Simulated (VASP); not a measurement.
**Pt: single point with PBE**

The system is Pt.

```xyz
2
Lattice="1.3706 0.7913 4.9950 -1.3706 0.7913 4.9950 0.0000 -1.5827 4.9950" Properties=species:S:1:pos:R:3 pbc="T T T"
Pt    0.0000    0.0000    1.3086
Pt    0.0000    0.0000   13.6764
```

```json
{
  "Program": "VASP 6.6.1",
  "Task": "single point",
  "Functional": "PBE",
  "Potentials or basis": "VASP PAW PBE potentials, release 64 (Pt)",
  "Cutoff": "520 eV",
  "k mesh": "24 × 24 × 24",
  "Occupations": "gaussian, width 0.1 eV",
  "Spin": "no spin polarisation"
}
```

```json
{"Pressure": "-0.5 GPa", "Largest force": "0.007 eV/Å", "Band gap on the k mesh": "zero (band 10 reaches 10.65 eV, above the bottom of band 11 at 8.86 eV)"}
```

Forces on the atoms (eV/Å):
```
Pt   0.000  0.000 -0.007
Pt   0.000  0.000  0.007
```

Levels at points of the mesh, in eV from the Fermi level:
```
           k point  band 7  band 8  band 9  band 10  band 11  band 12  band 13  band 14
(0.00, 0.00, 0.00)   -3.32   -1.10   -1.10    -0.93    -0.92    -0.92     4.19    15.43
(0.50, 0.00, 0.00)   -1.57   -1.09    0.34     0.54     1.54     3.53     5.09     8.57
(0.50, 0.50, 0.00)   -1.61   -0.23    0.43     0.45     2.57     2.88     5.08     7.04
(0.50, 0.50, 0.50)   -3.18   -3.18   -1.80    -1.80    -0.05    -0.05     9.72    10.73
```

It took 32 min on 1 thread of Intel(R) Xeon(R) Platinum 8375C CPU @ 2.90GHz (Ice Lake), on a shared host, peak memory 0.76 GiB.

Caveat: spin-orbit coupling is left out, which moves the levels of the heavy elements.
